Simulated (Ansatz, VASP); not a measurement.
# SiC: VASP beside Ansatz

```
Si C
1.0
     2.95234    0.00000    0.00000
    -1.47617    2.55680    0.00000
     0.00000    0.00000    5.08644
Si C
2 2
Direct
  0.33333 0.66667 0.00244
  0.66667 0.33333 0.50244
  0.33333 0.66667 0.37256
  0.66667 0.33333 0.87256
```

Change from the starting cell: epitaxial_xy strain -4.0%.

Alike in both runs: task single point; functional PBE; k mesh 12 × 12 × 6; occupations fermi-dirac, width 0.02 eV; no spin polarisation.

|  | VASP | Ansatz |
| --- | --- | --- |
| version | VASP 6.6.1 | Ansatz 0.2.0 |
| potentials or method | VASP PAW PBE potentials, release 64 (Si, C) | plane waves, PAW |
| plane-wave cutoff (eV) | 520 | 420 |
| valence electrons in the cell | 16 | 16 |

|  | VASP | Ansatz | Ansatz less VASP |
| --- | --- | --- | --- |
| gap on the k mesh at the Fermi level (eV) | 1.70 | 1.70 | +0.007 |
| pressure (GPa) | 23.1 | 23.2 | +0.10 |
| traceless stress, the component that is largest in VASP (GPa) | -18.97 | -18.89 | +0.078 |
| rms of the force components (eV/Å) | 0.038 | 0.038 | +0.0007 |

Atom by atom the forces differ by 0.001 eV/Å (rms over components).
